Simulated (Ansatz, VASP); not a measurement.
**Two plane-wave programs on Co**

```
CELL_PARAMETERS angstrom
2.48736 0.00000 0.00000
-1.24368 2.15412 0.00000
0.00000 0.00000 4.06329
ATOMIC_POSITIONS crystal
Co 0.66667 0.33333 0.25986
Co 0.33333 0.66667 0.74014
```

Alike in both runs: task single point; functional PBEsol; k mesh 14 × 14 × 8; occupations methfessel-paxton of order 1, width 0.5 eV; collinear spin.

```csv
,VASP,Ansatz
version,VASP 6.6.1,Ansatz 0.2.0
potentials or method,"VASP PAW PBE potentials, release 64 (Co), cutoff 520 eV","plane waves, PAW"
valence electrons in the cell,18,34
```

```tsv
	VASP	Ansatz	Ansatz less VASP
pressure (GPa)	-18.5	-9.4	+9.06
traceless stress, the component that is largest in VASP (GPa)	-1.32	-0.94	+0.375
rms of the force components (eV/Å)	0.312	0.274	-0.0380
net moment per atom (μB)	0.00	1.66	+1.658
size of the moment on the site where the two differ most (μB)	0.67	1.73	+1.064
```

The net moments are unlike, so the other rows may belong to different states. VASP's potentials were made for PBE, not for PBEsol. Site moments also hang on the region over which each program counts them. Atom by atom the forces differ by 0.038 eV/Å (rms over components). VASP's potentials hold 18 valence electrons a cell and Ansatz's 34, so a difference there can come from the potentials and not from the codes. Ansatz's warnings: seeded moment not kept, stability check not made.
